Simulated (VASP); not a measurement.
A run of VASP 6.6.1 is set up as follows.

Contents of INCAR:

```
PREC = Accurate ; ENCUT = 520
EDIFF = 1E-6 ; ISMEAR = -1
SIGMA = 0.1 ; LREAL = F
LASPH = T ; NELM = 80
ALGO = Normal ; ISIF = 2
LWAVE = F ; LCHARG = F
GGA = PE ; NBANDS = 16
```

The input KPOINTS:

```
regular mesh
0
Gamma
  8 8 8
```

POSCAR

```
GaN
1.0
    0.0000000000      2.2742081877      2.2742081877
    2.2742081877      0.0000000000      2.2742081877
    2.2742081877      2.2742081877      0.0000000000
Ga N
1 1
Direct
    0.0000000000      0.0000000000      0.0000000000
    0.7500000000      0.7500000000      0.7500000000
```

Potentials or basis: VASP PAW PBE potentials, release 64 (Ga_d, N).

Run with:

```bash
$ cat potpaw_PBE.64/Ga_d/POTCAR potpaw_PBE.64/N/POTCAR > POTCAR
$ mpirun -np 1 vasp_std > vasp.out
```

Q: Estimate the band gap on the k mesh.

A: 1.55 eV, direct.

Q: Predict the pressure.

A: 0.1 GPa.

Expect the measured gap to be larger: semilocal functionals such as PBE lack the derivative discontinuity.
